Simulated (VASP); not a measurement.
# Ga3Mo: single point with PBE

Crystal: Ga3Mo.

```
Ga Mo
1.0
     3.96697    0.00000    0.00000
     0.00000    3.96697    0.00000
     0.00000    0.00000    3.96697
Ga Mo
3 1
Cartesian
  0.0000 1.9835 1.9835
  1.9835 0.0000 1.9835
  1.9835 1.9835 0.0000
  0.0000 0.0000 0.0000
```

- Program: VASP 6.6.1
- Task: single point
- Functional: PBE
- Potentials or basis: VASP PAW PBE potentials, release 64 (Ga_d, Mo_sv)
- Cutoff: 520 eV
- k mesh: 12 × 12 × 12
- Occupations: gaussian, width 0.1 eV
- Spin: no spin polarisation

```json
{"Pressure": "0.4 GPa"}
```

Levels at points of the mesh, in eV from the Fermi level:
| k point | band 24 | band 25 | band 26 | band 27 | band 28 | band 29 |
| --- | --- | --- | --- | --- | --- | --- |
| (0.00, 0.00, 0.00) | -2.45 | -2.45 | -0.58 | -0.58 | -0.58 | 2.53 |
| (0.50, 0.00, 0.00) | -3.10 | -1.12 | -0.51 | -0.19 | 1.25 | 1.25 |
| (0.50, 0.50, 0.00) | -2.35 | -2.35 | -0.03 | 0.14 | 0.27 | 1.79 |
| (0.50, 0.50, 0.50) | -3.61 | -3.61 | -3.61 | 0.21 | 0.21 | 1.50 |

It took 4.7 min on 1 thread of Intel(R) Xeon(R) Platinum 8488C (Sapphire Rapids), with other jobs on the host, peak memory 0.27 GiB.
